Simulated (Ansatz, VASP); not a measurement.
**SiC8 in VASP and in Ansatz**

```
CELL_PARAMETERS angstrom
4.93130 0.00000 0.00000
-2.46565 4.27064 0.00000
0.00000 0.00000 17.40003
ATOMIC_POSITIONS crystal
C 0.33333 0.16667 0.22989
C 0.33333 0.66667 0.22989
C 0.83333 0.16667 0.22989
C 0.83333 0.66667 0.22989
C 0.16667 0.33333 0.22988
C 0.16667 0.83333 0.22988
C 0.66667 0.33333 0.22988
C 0.66667 0.83333 0.22988
Si 0.33333 0.16667 0.40805
```

Alike in both runs: task single point; functional PBE; dispersion D3(BJ); k mesh 6 × 6 × 1; occupations gaussian, width 0.1 eV; collinear spin.

```csv
,VASP,Ansatz
version,VASP 6.6.1,Ansatz 0.2.0
potentials or method,"VASP PAW PBE potentials, release 64 (C, Si), cutoff 520 eV","scalar-relativistic, plane waves, PAW"
valence electrons in the cell,36,36
```

```csv
,VASP,Ansatz,Ansatz less VASP
gap on the k mesh at the Fermi level (eV),none,none,-
rms of the force components (eV/Å),0.089,0.088,-0.0007
net moment per atom (μB),0.21,0.21,0.000
size of the moment on the site where the two differ most (μB),0.54,1.01,+0.473
```

Site moments also hang on the region over which each program counts them. Atom by atom the forces differ by 0.001 eV/Å (rms over components). A gap of «none» marks a metal or a gap that the smearing closes.
